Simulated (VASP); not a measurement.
# InAgTe2 (I-42d) in VASP: single point with PBE

Aim: the single point of InAgTe2 with PBE.

Program: VASP 6.6.1. These are calculated values, not measurements. Logs are shortened: lines on timing, memory, paths and dates and some standing lists are left out, and cuts for length are marked.

### 1 The cell of the first run

Symmetry: I-42d, No. 122, tetragonal system. The conventional cell has a = 6.516 Å, b = 6.516 Å, c = 12.847 Å, α = 90.00°, β = 90.00°, γ = 90.00°. In (site symmetry -4) has 4 Te at 2.82 Å within 3.7 Å. Ag (site symmetry -4) has 4 Te at 2.80 Å within 3.7 Å. Within 3.7 Å of Te (site symmetry 2) lie 2 Ag at 2.80 Å and 2 In at 2.82 Å.

### 2 Single point, PBE

Contents of INCAR:

```
PREC = Accurate ; ENCUT = 500
EDIFF = 1E-6 ; ISMEAR = -1
SIGMA = 0.02 ; LREAL = F
LASPH = T ; NELM = 120
ALGO = Normal ; ISIF = 2
LWAVE = F ; LCHARG = F
GGA = PE ; NBANDS = 46
GGA_COMPAT = F
```

Contents of KPOINTS:

```
regular mesh
0
Gamma
  6 6 6
```

Contents of POSCAR:

```
InAgTe2
1.0
   -3.2578903588      3.2578903588      6.4234145093
    3.2578903588     -3.2578903588      6.4234145093
    3.2578903588      3.2578903588     -6.4234145093
In Ag Te
2 2 4
Direct
    0.5000000000      0.5000000000      0.0000000000
    0.2500000000      0.7500000000      0.5000000000
    0.0000000000      0.0000000000      0.0000000000
    0.7500000000      0.2500000000      0.5000000000
    0.3750000000      0.3719630006      0.4969630006
    0.6280369994      0.1250000000      1.0030369994
    0.8750000000      0.8780369994      0.5030369994
    0.1219630006      0.6250000000     -0.0030369994
```

Potentials or basis: VASP PAW PBE potentials, release 64 (In_d, Ag, Te).

Launch:

```console
$ cat potpaw_PBE.64/In_d/POTCAR potpaw_PBE.64/Ag/POTCAR potpaw_PBE.64/Te/POTCAR > POTCAR
$ mpirun -np 1 vasp_std > vasp.out
```

OUTCAR:

```text
PREC = Accurate
   ENCUT = 500
   EDIFF = 1E-6
   ISMEAR = -1
   LREAL = F
   LASPH = T
   NELM = 120
   ISIF = 2
   GGA = PE

 ion  position               nearest neighbor table
   1  0.500  0.500  0.000-   6 2.82   8 2.82   5 2.82   7 2.82
   2  0.250  0.750  0.500-   5 2.82   7 2.82   8 2.82   6 2.82
   3  0.000  0.000  0.000-   5 2.80   8 2.80   7 2.80   6 2.80
   4  0.750  0.250  0.500-   8 2.80   5 2.80   7 2.80   6 2.80
   5  0.375  0.372  0.497-   3 2.80   4 2.80   1 2.82   2 2.82
   6  0.628  0.125  0.003-   3 2.80   4 2.80   1 2.82   2 2.82
   7  0.875  0.878  0.503-   3 2.80   4 2.80   2 2.82   1 2.82
   8  0.122  0.625  0.997-   4 2.80   3 2.80   2 2.82   1 2.82

  LATTYP: Found a body centered tetragonal cell.
 ALAT       =     6.5157807176
 C/A-ratio  =     1.9716484602

  Lattice vectors:

 A1 = (  -3.2578903588,   3.2578903588,   6.4234145093)
 A2 = (   3.2578903588,  -3.2578903588,   6.4234145093)
 A3 = (   3.2578903588,   3.2578903588,  -6.4234145093)

Analysis of symmetry for initial positions (statically):
=====================================================================
 Subroutine PRICEL returns:
 Original cell was already a primitive cell.

 Routine SETGRP: Setting up the symmetry group for a
 body centered tetragonal supercell.

 Subroutine GETGRP returns: Found  8 space group operations
 (whereof  4 operations were pure point group operations)
 out of a pool of 16 trial point group operations.

The static configuration has the point symmetry S_4 .
 The point group associated with its full space group is D_2d.

Analysis of symmetry for dynamics (positions and initial velocities):
=====================================================================
 Subroutine PRICEL returns:
 Original cell was already a primitive cell.

 Routine SETGRP: Setting up the symmetry group for a
 body centered tetragonal supercell.

 Subroutine GETGRP returns: Found  8 space group operations
 (whereof  4 operations were pure point group operations)
 out of a pool of 16 trial point group operations.

The dynamic configuration has the point symmetry S_4 .
 The point group associated with its full space group is D_2d.

 Subroutine INISYM returns: Found  8 space group operations
 (whereof  4 operations are pure point group operations),
 and found     1 'primitive' translations

----------------------------------------------------------------------------------------

                                     Primitive cell

  volume of cell :     272.7086

  direct lattice vectors                    reciprocal lattice vectors
    -3.257890359  3.257890359  6.423414509     0.000000000  0.153473550  0.077840220
     3.257890359 -3.257890359  6.423414509     0.153473550  0.000000000  0.077840220
     3.257890359  3.257890359 -6.423414509     0.153473550  0.153473550  0.000000000

  length of vectors
     7.904932203  7.904932203  7.904932203     0.172084952  0.172084952  0.217044376

  position of ions in fractional coordinates (direct lattice)
     0.500000000  0.500000000  0.000000000
     0.250000000  0.750000000  0.500000000
     0.000000000  0.000000000  0.000000000
     0.750000000  0.250000000  0.500000000
     0.375000000  0.371963001  0.496963001
     0.628036999  0.125000000  0.003036999
     0.875000000  0.878036999  0.503036999
     0.121963001  0.625000000  0.996963001

  ion indices of the primitive-cell ions
   primitive index   ion index
                 1           1
                 2           2
                 3           3
                 4           4
                 5           5
                 6           6
                 7           7
                 8           8

----------------------------------------------------------------------------------------

 KPOINTS: regular mesh

Automatic generation of k-mesh.
 Grid dimensions read from file:
 generate k-points for:    6    6    6

 Generating k-lattice:

  Cartesian coordinates                     Fractional coordinates (reciprocal lattice)
     0.000000000  0.025578925  0.012973370     0.166666667  0.000000000  0.000000000
     0.025578925  0.000000000  0.012973370     0.000000000  0.166666667  0.000000000
     0.025578925  0.025578925  0.000000000     0.000000000  0.000000000  0.166666667

  Length of vectors
     0.028680825  0.028680825  0.036174063

  Shift w.r.t. Gamma in fractional coordinates (k-lattice)
     0.000000000  0.000000000  0.000000000

 Subroutine IBZKPT returns following result:
 ===========================================

 Found     30 irreducible k-points:

 Following reciprocal coordinates:
            Coordinates               Weight
  0.000000  0.000000  0.000000      1.000000
  0.166667  0.000000  0.000000      8.000000
  0.333333 -0.000000  0.000000      8.000000
  0.500000 -0.000000  0.000000      4.000000
  0.166667  0.166667  0.000000      8.000000
  0.333333  0.166667  0.000000     16.000000
[... 16 lines left out ...]
 -0.333333 -0.333333  0.166667      8.000000
 -0.166667 -0.333333  0.166667      8.000000
 [... further k-points ...]
   k-points           NKPTS =     30   k-points in BZ     NKDIM =     30   number of bands    NBANDS=     46
   number of dos      NEDOS =    301   number of ions     NIONS =      8
   total plane-waves  NPLWV = 216000
   dimension x,y,z NGX =    60 NGY =   60 NGZ =   60
   dimension x,y,z NGXF=   120 NGYF=  120 NGZF=  120
   ions per type =               2   2   4
   NGX,Y,Z   is equivalent  to a cutoff of  12.62, 12.62, 12.62 a.u.
   NGXF,Y,Z  is equivalent  to a cutoff of  25.24, 25.24, 25.24 a.u.
 SYSTEM =  unknown system
   PREC   = accura    normal or accurate (medium, high low for compatibility)
   ISTART =      0    job   : 0-new  1-cont  2-samecut
   ICHARG =      2    charge: 1-file 2-atom 10-const
   ISPIN  =      1    spin polarized calculation?
   LNONCOLLINEAR =      F non collinear calculations
   LSORBIT =      F    spin-orbit coupling
   LASPH  =      T    aspherical Exc in radial PAW
   ENCUT  =  500.0 eV  36.75 Ry    6.06 a.u.  14.41 14.41 14.41*2*pi/ulx,y,z
   NELM   =    120;   NELMIN=  2; NELMDL= -5     # of ELM steps
   EDIFF  = 0.1E-05   stopping-criterion for ELM
   LREAL  =      F    real-space projection
   EDIFFG = 0.1E-04   stopping-criterion for IOM
   NSW    =      0    number of steps for IOM
   IBRION =     -1    ionic relax: 0-MD 1-quasi-New 2-CG
   NFREE  =      0    steps in history (QN), initial steepest desc. (CG)
   ISIF   =      2    stress and relaxation
   ISYM   =      2    0-nonsym 1-usesym 2-fastsym
   POTIM  = 0.5000    time-step for ionic-motion
   TEBEG  =    0.0;   TEEND  =   0.0 temperature during run
   PSTRESS=    0.0 pullay stress
   NELECT =      72.0000    total number of electrons
   NUPDOWN=      -1.0000    fix difference up-down
   EMIN   =  10.00;   EMAX   =-10.00  energy-range for DOS
   EFERMI =   0.00;   METHOD = LEGACY
   ISMEAR =    -1;   SIGMA  =   0.02  broadening in eV -4-tet -1-fermi 0-gaus
   EFERMI_NEDOS =   21; number of points for ismear=-14 and -15
   IALGO  =     38    algorithm
   IMIX   =      4    mixing-type and parameters
     AMIX     =   0.40;   BMIX     =  1.00
     AMIX_MAG =   1.60;   BMIX_MAG =  1.00
  volume/ion in A,a.u.               =      34.09       230.04
  Fermi-wavevector in a.u.,A,eV,Ry     =   1.050234  1.984654 15.007107  1.102991
  Thomas-Fermi vector in A             =   2.185229
   LORBIT       =      0    0 simple, 1 ext, 2 COOP (PROOUT), +10 PAW based schemes
   GGA     = PE    functional components
   LHFCALC =     F    Hartree Fock is set to
   AEXX    =    0.0000 exact exchange contribution
   IVDW    =     0    specifies the selected vdW correction
   LEPSILON=     F    determine dielectric tensor
   LRPA    =     F    only Hartree local field effects (RPA)
 non-spin polarized calculation
  energy-cutoff  :      500.00
  volume of cell :      272.71
 maximum number of plane-waves:      6955
 NGX is ok and might be reduce to    60
   NGX = 29   NGY = 29   NGZ = 29

 number of electron      72.0000018 magnetization

 Free energy of the ion-electron system (eV)
  ---------------------------------------------------
  ext. energy  EPLUGINS =         0.00000000
  ---------------------------------------------------
  free energy    TOTEN  =       -25.43115187 eV

  energy without entropy =      -25.43110787  energy(sigma->0) =      -25.43112987

 E-fermi :   4.3495     XC(G=0):  -8.6011

 val. band max:        4.2750052493   @ k =   0.0000   0.0000   0.0000
 cond. band min:       4.4231031249   @ k =   0.0000   0.0000   0.0000
 fundamental gap:      0.1480978756
 Fermi energy:         4.3495103308

 k-point     1 :       0.0000    0.0000    0.0000
  band No.  band energies     occupation
      1     -10.4886      2.00000
      2     -10.4846      2.00000
      3     -10.4846      2.00000
      4     -10.4231      2.00000
      5     -10.4087      2.00000
      6     -10.4087      2.00000
[... 38 lines left out ...]
     45       8.6895      0.00000
     46       8.6895      0.00000

 k-point     2 :       0.1667    0.0000    0.0000
  band No.  band energies     occupation
      1     -10.4886      2.00000
      2     -10.4851      2.00000
      3     -10.4823      2.00000
      4     -10.4241      2.00000
      5     -10.4119      2.00000
      6     -10.4078      2.00000
[... 38 lines left out ...]
     45       8.6269      0.00000
     46       8.9287      0.00000

 k-point     3 :       0.3333   -0.0000    0.0000
  band No.  band energies     occupation
      1     -10.4889      2.00000
      2     -10.4865      2.00000
      3     -10.4755      2.00000
      4     -10.4277      2.00000
      5     -10.4178      2.00000
      6     -10.4064      2.00000
[... 38 lines left out ...]
     45       8.9394      0.00000
     46       9.1772      0.00000

 k-point     4 :       0.5000   -0.0000    0.0000
  band No.  band energies     occupation
      1     -10.4886      2.00000
      2     -10.4877      2.00000
      3     -10.4710      2.00000
      4     -10.4315      2.00000
      5     -10.4197      2.00000
      6     -10.4057      2.00000
[... 920 lines left out ...]
     45       8.8162      0.00000
     46       9.0329      0.00000

 k-point    23 :      -0.3333   -0.3333    0.1667
  band No.  band energies     occupation
      1     -10.4886      2.00000
      2     -10.4881      2.00000
      3     -10.4704      2.00000
      4     -10.4399      2.00000
      5     -10.4082      2.00000
      6     -10.4066      2.00000
[... 38 lines left out ...]
     45       9.1005      0.00000
     46       9.2020      0.00000

 k-point    24 :      -0.1667   -0.3333    0.1667
  band No.  band energies     occupation
      1     -10.4874      2.00000
      2     -10.4872      2.00000
      3     -10.4778      2.00000
      4     -10.4332      2.00000
      5     -10.4088      2.00000
      6     -10.4057      2.00000
[... 38 lines left out ...]
     45       8.7308      0.00000
     46       9.0029      0.00000

 [... further k-points ...]
[... 5 lines left out ...]
  --------------------------------------------------------------------------------------
  -------------------------------------------------------------------------------------
  Total        1.9641283      1.9641283      1.9436356      0.0000000      0.0000000      0.0000000
  in kB       11.5393556     11.5393556     11.4189604      0.0000000      0.0000000      0.0000000
  external PRESSURE =      11.4992239 kB  Pullay stress =       0.0000000 kB

 VOLUME and BASIS-vectors are now :
 -----------------------------------------------------------------------------
  energy-cutoff  :      500.00
  volume of cell :      272.71
      direct lattice vectors                 reciprocal lattice vectors
    -3.257890359  3.257890359  6.423414509     0.000000000  0.153473550  0.077840220
     3.257890359 -3.257890359  6.423414509     0.153473550  0.000000000  0.077840220
     3.257890359  3.257890359 -6.423414509     0.153473550  0.153473550  0.000000000

 POSITION                                       TOTAL-FORCE (eV/Angst)
 -----------------------------------------------------------------------------------
      0.00000      0.00000      6.42341         0.000000     -0.000000     -0.000000
      3.25789      0.00000      3.21171         0.000000     -0.000000      0.000000
      0.00000      0.00000      0.00000         0.000000     -0.000000      0.000000
      0.00000      3.25789      3.21171         0.000000     -0.000000      0.000000
      1.60916      1.62895      1.60585        -0.149547      0.000000     -0.000000
     -1.62895      1.64873      4.81756         0.000000      0.149547     -0.000000
      1.64873      1.62895      8.02927         0.149547     -0.000000     -0.000000
      4.88684      1.60916     -1.60585         0.000000     -0.149547     -0.000000
 -----------------------------------------------------------------------------------
    total drift:                               -0.000001     -0.000001     -0.000001

  FREE ENERGIE OF THE ION-ELECTRON SYSTEM (eV)
  ---------------------------------------------------
  free  energy   TOTEN  =       -25.4311518722 eV

  energy  without entropy=      -25.4311078694  energy(sigma->0) =      -25.43112987
```

Wall time 16 min (1 thread of Oxide Virtual Turin-like, shared host); peak memory 0.61 GiB.

What came out:

| Item | Value |
| --- | --- |
| Free energy | -25.4312 eV |
| Pressure | 1.1 GPa |
| Largest force | 0.150 eV/Å |
| Band gap on the k mesh | 0.15 eV |

Forces in eV/Å, atoms in the order of the input:
```
In   0.000  0.000  0.000
In   0.000  0.000  0.000
Ag   0.000  0.000  0.000
Ag   0.000  0.000  0.000
Te  -0.150  0.000  0.000
Te   0.000  0.150  0.000
Te   0.150  0.000  0.000
Te   0.000 -0.150  0.000
```

Caveat: semilocal functionals underestimate gaps, and a narrow one can read as zero; spin-orbit coupling is left out, which moves the levels of the heavy elements.
